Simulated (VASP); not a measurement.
# KI in VASP: a series of runs

The runs below take KI through single point, with r2SCAN.

All numbers are computed with VASP 6.6.1; they aren't measurements. Logs are shortened: lines on timing, memory, paths and dates and some standing lists are left out, and cuts for length are marked.

### 1 The cell of the first run

It takes space group P6_3/mmc (No. 194, hexagonal). The conventional cell has a = 5.919 Å, b = 5.919 Å, c = 6.898 Å, α = 90.00°, β = 90.00°, γ = 120.00°. K (site symmetry -6m2) has 5 I at 3.42 to 3.45 Å within 4.5 Å. I (site symmetry -6m2) has 5 K at 3.42 to 3.45 Å within 4.5 Å.

### 2 Single point, r2SCAN (strain -2.0%)

POSCAR reads:

```
KI
1.0
    5.9186617729      0.0000000000      0.0000000000
   -2.9593308864      5.1257114517      0.0000000000
    0.0000000000      0.0000000000      6.8983422758
K I
2 2
Direct
    0.3333333333      0.6666666667     -0.0625000000
    0.6666666667      0.3333333333      0.4375000000
    0.3333333333      0.6666666667      0.4375000000
    0.6666666667      0.3333333333      0.9375000000
```

INCAR.step1 reads:

```
  PREC = Accurate
  ENCUT = 520
  ISMEAR = 0
  SIGMA = 0.01
  LREAL = F
  LASPH = T
  NELM = 100
  NBANDS = 24
  GGA = PE
  ALGO = Normal
  EDIFF = 1E-4
  LWAVE = T
  LCHARG = F
```

INCAR.step2 reads:

```
  PREC = Accurate
  ENCUT = 520
  EDIFF = 1E-6
  ISMEAR = 0
  SIGMA = 0.01
  LREAL = F
  LASPH = T
  NELM = 100
  ALGO = Normal
  ISIF = 2
  LWAVE = F
  LCHARG = F
  METAGGA = R2SCAN
  LMIXTAU = T
  NBANDS = 24
  ISTART = 1
```

KPOINTS reads:

```
regular mesh
0
Gamma
  6 6 4
```

Potentials or basis: VASP PAW PBE potentials, release 64 (K_sv, I).

The run is started by

```
$ cat potpaw_PBE.64/K_sv/POTCAR potpaw_PBE.64/I/POTCAR > POTCAR
$ cp INCAR.step1 INCAR
$ mpirun -np 1 vasp_std > vasp.out
$ cp INCAR.step2 INCAR
$ mpirun -np 1 vasp_std > vasp.out
```

OUTCAR:

```text
PREC = Accurate
   ENCUT = 520
   EDIFF = 1E-6
   ISMEAR = 0
   LREAL = F
   LASPH = T
   NELM = 100
   ISIF = 2
   METAGGA = R2SCAN
   ISTART = 1

 ion  position               nearest neighbor table
   1  0.333  0.667  0.938-   4 3.42   4 3.42   4 3.42   3 3.45   3 3.45
   2  0.667  0.333  0.438-   3 3.42   3 3.42   3 3.42   4 3.45   4 3.45
   3  0.333  0.667  0.438-   2 3.42   2 3.42   2 3.42   1 3.45   1 3.45
   4  0.667  0.333  0.938-   1 3.42   1 3.42   1 3.42   2 3.45   2 3.45

  LATTYP: Found a hexagonal cell.
 ALAT       =     5.9186617729
 C/A-ratio  =     1.1655239884

  Lattice vectors:

 A1 = (   5.9186617729,   0.0000000000,   0.0000000000)
 A2 = (  -2.9593308864,   5.1257114517,   0.0000000000)
 A3 = (   0.0000000000,   0.0000000000,   6.8983422758)

Analysis of symmetry for initial positions (statically):
=====================================================================
 Subroutine PRICEL returns:
 Original cell was already a primitive cell.

 Routine SETGRP: Setting up the symmetry group for a
 hexagonal supercell.

 Subroutine GETGRP returns: Found 24 space group operations
 (whereof  6 operations were pure point group operations)
 out of a pool of 24 trial point group operations.

The static configuration has the point symmetry C_3v.
 The point group associated with its full space group is D_6h.

Analysis of symmetry for dynamics (positions and initial velocities):
=====================================================================
 Subroutine PRICEL returns:
 Original cell was already a primitive cell.

 Routine SETGRP: Setting up the symmetry group for a
 hexagonal supercell.

 Subroutine GETGRP returns: Found 24 space group operations
 (whereof  6 operations were pure point group operations)
 out of a pool of 24 trial point group operations.

The dynamic configuration has the point symmetry C_3v.
 The point group associated with its full space group is D_6h.

 Subroutine INISYM returns: Found 24 space group operations
 (whereof  6 operations are pure point group operations),
 and found     1 'primitive' translations

----------------------------------------------------------------------------------------

                                     Primitive cell

  volume of cell :     209.2774

  direct lattice vectors                    reciprocal lattice vectors
     5.918661773  0.000000000  0.000000000     0.168957112  0.097547434  0.000000000
    -2.959330886  5.125711452  0.000000000     0.000000000  0.195094868  0.000000000
     0.000000000  0.000000000  6.898342276     0.000000000  0.000000000  0.144962363

  length of vectors
     5.918661773  5.918661773  6.898342276     0.195094868  0.195094868  0.144962363

  position of ions in fractional coordinates (direct lattice)
     0.333333333  0.666666667  0.937500000
     0.666666667  0.333333333  0.437500000
     0.333333333  0.666666667  0.437500000
     0.666666667  0.333333333  0.937500000

  ion indices of the primitive-cell ions
   primitive index   ion index
                 1           1
                 2           2
                 3           3
                 4           4

----------------------------------------------------------------------------------------

 KPOINTS: regular mesh

Automatic generation of k-mesh.
 Grid dimensions read from file:
 generate k-points for:    6    6    4

 Generating k-lattice:

  Cartesian coordinates                     Fractional coordinates (reciprocal lattice)
     0.028159519  0.016257906  0.000000000     0.166666667  0.000000000  0.000000000
     0.000000000  0.032515811  0.000000000     0.000000000  0.166666667  0.000000000
     0.000000000  0.000000000  0.036240591     0.000000000  0.000000000  0.250000000

  Length of vectors
     0.032515811  0.032515811  0.036240591

  Shift w.r.t. Gamma in fractional coordinates (k-lattice)
     0.000000000  0.000000000  0.000000000

 Subroutine IBZKPT returns following result:
 ===========================================

 Found     21 irreducible k-points:

 Following reciprocal coordinates:
            Coordinates               Weight
  0.000000  0.000000  0.000000      1.000000
  0.166667 -0.000000  0.000000      6.000000
  0.333333 -0.000000  0.000000      6.000000
  0.500000 -0.000000  0.000000      3.000000
  0.166667  0.166667  0.000000      6.000000
  0.333333  0.166667  0.000000     12.000000
[... 13 lines left out ...]
  0.333333  0.166667  0.500000     12.000000
  0.333333  0.333333  0.500000      2.000000
   k-points           NKPTS =     21   k-points in BZ     NKDIM =     21   number of bands    NBANDS=     24
   number of dos      NEDOS =    301   number of ions     NIONS =      4
   total plane-waves  NPLWV = 124416
   dimension x,y,z NGX =    48 NGY =   48 NGZ =   54
   dimension x,y,z NGXF=    96 NGYF=   96 NGZF=  108
   ions per type =               2   2
   NGX,Y,Z   is equivalent  to a cutoff of  13.48, 13.48, 13.01 a.u.
   NGXF,Y,Z  is equivalent  to a cutoff of  26.96, 26.96, 26.03 a.u.
 SYSTEM =  unknown system
   PREC   = accura    normal or accurate (medium, high low for compatibility)
   ISTART =      1    job   : 0-new  1-cont  2-samecut
   ICHARG =      0    charge: 1-file 2-atom 10-const
   ISPIN  =      1    spin polarized calculation?
   LNONCOLLINEAR =      F non collinear calculations
   LSORBIT =      F    spin-orbit coupling
   LASPH  =      T    aspherical Exc in radial PAW
   ENCUT  =  520.0 eV  38.22 Ry    6.18 a.u.  11.00 11.00 12.83*2*pi/ulx,y,z
   NELM   =    100;   NELMIN=  2; NELMDL=  0     # of ELM steps
   EDIFF  = 0.1E-05   stopping-criterion for ELM
   LREAL  =      F    real-space projection
   EDIFFG = 0.1E-04   stopping-criterion for IOM
   NSW    =      0    number of steps for IOM
   IBRION =     -1    ionic relax: 0-MD 1-quasi-New 2-CG
   NFREE  =      0    steps in history (QN), initial steepest desc. (CG)
   ISIF   =      2    stress and relaxation
   ISYM   =      2    0-nonsym 1-usesym 2-fastsym
   POTIM  = 0.5000    time-step for ionic-motion
   TEBEG  =    0.0;   TEEND  =   0.0 temperature during run
   PSTRESS=    0.0 pullay stress
   NELECT =      32.0000    total number of electrons
   NUPDOWN=      -1.0000    fix difference up-down
   EMIN   =  10.00;   EMAX   =-10.00  energy-range for DOS
   EFERMI =   0.00;   METHOD = LEGACY
   ISMEAR =     0;   SIGMA  =   0.01  broadening in eV -4-tet -1-fermi 0-gaus
   EFERMI_NEDOS =   21; number of points for ismear=-14 and -15
   IALGO  =     38    algorithm
   IMIX   =      4    mixing-type and parameters
     AMIX     =   0.40;   BMIX     =  1.00
     AMIX_MAG =   1.60;   BMIX_MAG =  1.00
  volume/ion in A,a.u.               =      52.32       353.07
  Fermi-wavevector in a.u.,A,eV,Ry     =   0.875422  1.654307 10.427006  0.766363
  Thomas-Fermi vector in A             =   1.995090
   LORBIT       =      0    0 simple, 1 ext, 2 COOP (PROOUT), +10 PAW based schemes
   METAGGA = R2SCAN    functional components
   LHFCALC =     F    Hartree Fock is set to
   AEXX    =    0.0000 exact exchange contribution
   IVDW    =     0    specifies the selected vdW correction
   LEPSILON=     F    determine dielectric tensor
   LRPA    =     F    only Hartree local field effects (RPA)
 non-spin polarized calculation
 Gauss-broadening in eV      SIGMA  =   0.01
  energy-cutoff  :      520.00
  volume of cell :      209.28
 maximum number of plane-waves:      5672
 NGX is ok and might be reduce to    48
   NGX = 21   NGY = 21   NGZ = 25

 number of electron      31.9999997 magnetization

 Free energy of the ion-electron system (eV)
  ---------------------------------------------------
  ext. energy  EPLUGINS =         0.00000000
  ---------------------------------------------------
  free energy    TOTEN  =       -67.67580563 eV

  energy without entropy =      -67.67580563  energy(sigma->0) =      -67.67580563

 E-fermi :  -1.4372     XC(G=0):  -6.6319

 val. band max:       -1.5384757058   @ k =   0.0000   0.0000   0.0000
 cond. band min:       2.8672312317   @ k =   0.0000   0.0000   0.0000
 fundamental gap:      4.4057069375
 Fermi energy:        -1.4371839947

 k-point     1 :       0.0000    0.0000    0.0000
  band No.  band energies     occupation
      1     -31.2424      2.00000
      2     -31.2392      2.00000
      3     -14.0013      2.00000
      4     -13.9939      2.00000
      5     -13.9939      2.00000
      6     -13.9749      2.00000
[... 16 lines left out ...]
     23       6.2235      0.00000
     24       7.2318      0.00000

 k-point     2 :       0.1667   -0.0000    0.0000
  band No.  band energies     occupation
      1     -31.2421      2.00000
      2     -31.2393      2.00000
      3     -14.0094      2.00000
      4     -13.9983      2.00000
      5     -13.9955      2.00000
      6     -13.9931      2.00000
[... 16 lines left out ...]
     23       6.4922      0.00000
     24       6.5719      0.00000

 k-point     3 :       0.3333   -0.0000    0.0000
  band No.  band energies     occupation
      1     -31.2415      2.00000
      2     -31.2397      2.00000
      3     -14.0396      2.00000
      4     -14.0277      2.00000
      5     -13.9985      2.00000
      6     -13.9906      2.00000
[... 16 lines left out ...]
     23       6.4075      0.00000
     24       6.8352      0.00000
[... 433 lines left out ...]
 k-point    20 :       0.3333    0.1667    0.5000
  band No.  band energies     occupation
      1     -31.2406      2.00000
      2     -31.2406      2.00000
      3     -14.1063      2.00000
      4     -14.1063      2.00000
      5     -13.9888      2.00000
      6     -13.9888      2.00000
[... 16 lines left out ...]
     23       6.8955      0.00000
     24       6.8955      0.00000

 k-point    21 :       0.3333    0.3333    0.5000
  band No.  band energies     occupation
      1     -31.2405      2.00000
      2     -31.2405      2.00000
      3     -14.1136      2.00000
      4     -14.1136      2.00000
      5     -13.9905      2.00000
      6     -13.9905      2.00000
[... 16 lines left out ...]
     23       7.1027      0.00000
     24       7.1027      0.00000

------------------------ aborting loop because EDIFF is reached ----------------------------------------

  FORCE on cell =-STRESS in cart. coord.  units (eV):
  Direction    XX          YY          ZZ          XY          YZ          ZX
  --------------------------------------------------------------------------------------
  -------------------------------------------------------------------------------------
  Total        0.7974852      0.7974852      0.9996982      0.0000000     -0.0000000      0.0000000
  in kB        6.1053536      6.1053536      7.6534467      0.0000000     -0.0000000      0.0000000
  external PRESSURE =       6.6213846 kB  Pullay stress =       0.0000000 kB

 VOLUME and BASIS-vectors are now :
 -----------------------------------------------------------------------------
  energy-cutoff  :      520.00
  volume of cell :      209.28
      direct lattice vectors                 reciprocal lattice vectors
     5.918661773  0.000000000  0.000000000     0.168957112  0.097547434  0.000000000
    -2.959330886  5.125711452  0.000000000     0.000000000  0.195094868  0.000000000
     0.000000000  0.000000000  6.898342276     0.000000000  0.000000000  0.144962363

 POSITION                                       TOTAL-FORCE (eV/Angst)
 -----------------------------------------------------------------------------------
     -0.00000      3.41714      6.46720         0.000000     -0.000000     -0.000000
      2.95933      1.70857      3.01802        -0.000000      0.000000     -0.000000
     -0.00000      3.41714      3.01802         0.000000      0.000000      0.000000
      2.95933      1.70857      6.46720        -0.000000      0.000000      0.000000
 -----------------------------------------------------------------------------------
    total drift:                               -0.000000      0.000000      0.000021

  FREE ENERGIE OF THE ION-ELECTRON SYSTEM (eV)
  ---------------------------------------------------
  free  energy   TOTEN  =       -67.6758056334 eV

  energy  without entropy=      -67.6758056334  energy(sigma->0) =      -67.67580563
```

Run time: 3.5 min. Hardware: 1 thread of Intel Xeon 6975P-C (Granite Rapids), shared host; peak memory 0.43 GiB.

What came out:

```
Free energy            : -67.6758 eV
Pressure               : 0.7 GPa
Band gap on the k mesh : 4.41 eV
```

Stress tensor (GPa, compression positive):
```
0.61 0.00 0.00
0.00 0.61 0.00
0.00 0.00 0.77
```

Caveat: the cell differs from its parent crystal (strain -2.0%); the PAW data sets were made with another functional, which shifts forces and pressure a little; spin-orbit coupling is left out, which moves the levels of the heavy elements. A k mesh can miss the band edges.

### 3 Single point, r2SCAN

This run uses another cell than the first one, of 55.59 Å³/atom.

POSCAR reads:

```
KI
1.0
    6.0394507886      0.0000000000      0.0000000000
   -3.0197253943      5.2303178079      0.0000000000
    0.0000000000      0.0000000000      7.0391247712
K I
2 2
Direct
    0.3333333333      0.6666666667     -0.0625000000
    0.6666666667      0.3333333333      0.4375000000
    0.3333333333      0.6666666667      0.4375000000
    0.6666666667      0.3333333333      0.9375000000
```

INCAR.step1 reads:

```
SYSTEM = KI
ALGO = Normal
EDIFF = 1E-4
ENCUT = 520
GGA = PE
ISMEAR = 0
LASPH = .True.
LCHARG = .False.
LREAL = .False.
LWAVE = .True.
NBANDS = 24
NELM = 60
PREC = Accurate
SIGMA = 0.01
```

INCAR.step2 reads:

```
SYSTEM = KI
ALGO = Normal
EDIFF = 1E-6
ENCUT = 520
ISIF = 2
ISMEAR = 0
ISTART = 1
LASPH = .True.
LCHARG = .False.
LMIXTAU = .True.
LREAL = .False.
LWAVE = .False.
METAGGA = R2SCAN
NBANDS = 24
NELM = 60
PREC = Accurate
SIGMA = 0.01
```

KPOINTS reads:

```
k-points
0
Gamma
  6 6 4
  0 0 0
```

Potentials or basis: VASP PAW PBE potentials, release 64 (K_sv, I).

The run is started by

```
$ cat potpaw_PBE.64/K_sv/POTCAR potpaw_PBE.64/I/POTCAR > POTCAR
$ cp INCAR.step1 INCAR
$ mpirun -np 1 vasp_std > vasp.out
$ cp INCAR.step2 INCAR
$ mpirun -np 1 vasp_std > vasp.out
```

OUTCAR:

```text
SYSTEM = KI
   EDIFF = 1E-6
   ENCUT = 520
   ISIF = 2
   ISMEAR = 0
   ISTART = 1
   LASPH = .True.
   LREAL = .False.
   METAGGA = R2SCAN
   NELM = 60
   PREC = Accurate

 ion  position               nearest neighbor table
   1  0.333  0.667  0.938-   4 3.49   4 3.49   4 3.49   3 3.52   3 3.52
   2  0.667  0.333  0.438-   3 3.49   3 3.49   3 3.49   4 3.52   4 3.52
   3  0.333  0.667  0.438-   2 3.49   2 3.49   2 3.49   1 3.52   1 3.52
   4  0.667  0.333  0.938-   1 3.49   1 3.49   1 3.49   2 3.52   2 3.52

  LATTYP: Found a hexagonal cell.
 ALAT       =     6.0394507886
 C/A-ratio  =     1.1655239885

  Lattice vectors:

 A1 = (   6.0394507886,   0.0000000000,   0.0000000000)
 A2 = (  -3.0197253943,   5.2303178079,   0.0000000000)
 A3 = (   0.0000000000,   0.0000000000,   7.0391247712)

Analysis of symmetry for initial positions (statically):
=====================================================================
 Subroutine PRICEL returns:
 Original cell was already a primitive cell.

 Routine SETGRP: Setting up the symmetry group for a
[... 168 lines left out ...]

  energy without entropy =      -67.70327745  energy(sigma->0) =      -67.70327745

 E-fermi :  -1.6618     XC(G=0):  -6.3993

 val. band max:       -1.8002490602   @ k =   0.0000   0.0000   0.0000
 cond. band min:       2.5470872964   @ k =   0.0000   0.0000   0.0000
 fundamental gap:      4.3473363567
 Fermi energy:        -1.6618470356

 k-point     1 :       0.0000    0.0000    0.0000
  band No.  band energies     occupation
      1     -31.6045      2.00000
      2     -31.6023      2.00000
      3     -14.3431      2.00000
      4     -14.3421      2.00000
      5     -14.3421      2.00000
      6     -14.3276      2.00000
[... 556 lines left out ...]
     23       6.5769      0.00000
     24       6.5769      0.00000

------------------------ aborting loop because EDIFF is reached ----------------------------------------

  FORCE on cell =-STRESS in cart. coord.  units (eV):
  Direction    XX          YY          ZZ          XY          YZ          ZX
  --------------------------------------------------------------------------------------
  -------------------------------------------------------------------------------------
  Total        0.0062836      0.0062836      0.0135621      0.0000000     -0.0000000      0.0000000
  in kB        0.0452769      0.0452769      0.0977221      0.0000000     -0.0000000      0.0000000
  external PRESSURE =       0.0627587 kB  Pullay stress =       0.0000000 kB

 VOLUME and BASIS-vectors are now :
 -----------------------------------------------------------------------------
  energy-cutoff  :      520.00
  volume of cell :      222.35
      direct lattice vectors                 reciprocal lattice vectors
     6.039450789  0.000000000  0.000000000     0.165577970  0.095596485  0.000000000
    -3.019725394  5.230317808  0.000000000     0.000000000  0.191192971  0.000000000
     0.000000000  0.000000000  7.039124771     0.000000000  0.000000000  0.142063116

 POSITION                                       TOTAL-FORCE (eV/Angst)
 -----------------------------------------------------------------------------------
     -0.00000      3.48688      6.59918        -0.000000      0.000000     -0.000000
      3.01973      1.74344      3.07962         0.000000      0.000000      0.000000
     -0.00000      3.48688      3.07962         0.000000     -0.000000     -0.000000
      3.01973      1.74344      6.59918        -0.000000     -0.000000      0.000000
 -----------------------------------------------------------------------------------
    total drift:                               -0.000000      0.000000      0.000023

  FREE ENERGIE OF THE ION-ELECTRON SYSTEM (eV)
  ---------------------------------------------------
  free  energy   TOTEN  =       -67.7032774481 eV

  energy  without entropy=      -67.7032774481  energy(sigma->0) =      -67.70327745
```

OUTCAR.step1:

```text
SYSTEM = KI
   EDIFF = 1E-4
   ENCUT = 520
   GGA = PE
   ISMEAR = 0
   LASPH = .True.
   LREAL = .False.
   NELM = 60
[... 791 lines left out ...]
      3.01973      1.74344      3.07962        -0.000000     -0.000000     -0.000000
     -0.00000      3.48688      3.07962         0.000000      0.000000      0.000000
      3.01973      1.74344      6.59918        -0.000000      0.000000     -0.000000
 -----------------------------------------------------------------------------------
    total drift:                               -0.000000      0.000000      0.000013

  FREE ENERGIE OF THE ION-ELECTRON SYSTEM (eV)
  ---------------------------------------------------
  free  energy   TOTEN  =       -10.9655703192 eV

  energy  without entropy=      -10.9655703192  energy(sigma->0) =      -10.96557032
```

OSZICAR.step1:

```text
N       E                     dE             d eps       ncg     rms          rms(c)
DAV:   1     0.219157522551E+03    0.21916E+03   -0.12826E+04  1008   0.108E+03
DAV:   2     0.903505544727E+01   -0.21012E+03   -0.20152E+03  1256   0.267E+02
DAV:   3    -0.105753467444E+02   -0.19610E+02   -0.19550E+02  1672   0.683E+01
DAV:   4    -0.112221839161E+02   -0.64684E+00   -0.64560E+00  1480   0.135E+01
DAV:   5    -0.112532973114E+02   -0.31113E-01   -0.31113E-01  1536   0.184E+00    0.419E+00
DAV:   6    -0.109744132366E+02    0.27888E+00   -0.33915E-01  1392   0.254E+00    0.300E+00
DAV:   7    -0.109377789557E+02    0.36634E-01   -0.44114E-01  1288   0.245E+00    0.123E+00
DAV:   8    -0.109600233627E+02   -0.22244E-01   -0.56408E-02  1280   0.110E+00    0.195E-01
DAV:   9    -0.109616111417E+02   -0.15878E-02   -0.24381E-03  1288   0.202E-01    0.132E-01
DAV:  10    -0.109650937369E+02   -0.34826E-02   -0.24000E-03  1056   0.212E-01    0.664E-02
DAV:  11    -0.109655063808E+02   -0.41264E-03   -0.30594E-04  1032   0.906E-02    0.249E-02
DAV:  12    -0.109655703192E+02   -0.63938E-04   -0.75411E-05   864   0.580E-02
   1 F= -.10965570E+02 E0= -.10965570E+02  d E =-.215100E-84
```

It took 3.4 min on 1 thread of Intel Xeon 6975P-C (Granite Rapids), shared host; peak memory 0.42 GiB.

What came out:

```
Free energy            : -67.7033 eV
Pressure               : 0.0 GPa
Band gap on the k mesh : 4.35 eV
```

Caveat: the PAW data sets were made with another functional, which shifts forces and pressure a little; spin-orbit coupling is left out, which moves the levels of the heavy elements. A k mesh can miss the band edges.

(Continued in part 2 of 2.)
